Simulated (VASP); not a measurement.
Runs of VASP 6.6.1 on PbSe (Clausthalite). The structure is that of space group Fm-3m (No. 225), or close to it. The cells are those of the table. 

```tsv
cell	gap on the mesh (eV)	pressure (GPa)
a = 4.210 Å, angles 60.0°, 2 atoms	0.02	(a)
a = 4.367 Å, angles 60.0°, 2 atoms	0.38	0.9
a = 4.250 Å, angles 60.0°, 2 atoms	0.09	(c)
a = 4.290 Å, angles 60.0°, 2 atoms	(b)	4.0
a = 4.404 Å, angles 60.0°, 2 atoms	0.45	-0.3
```

Alike in all rows: task single point; level PBE; potentials or basis VASP PAW PBE potentials, release 64 (Pb_d, Se); no spin polarisation; k mesh 6 × 6 × 6; cutoff (eV) 520; smearing gaussian 0.01 eV.

**Question.** Fill in the values left out.

**Answer.** (a) 7.6; (b) 0.20; (c) 5.9.

Caveats: spin-orbit coupling is left out, which moves the levels of the heavy elements.

A k mesh can miss the band edges, and the runs leave out spin-orbit coupling on Pb, Se.
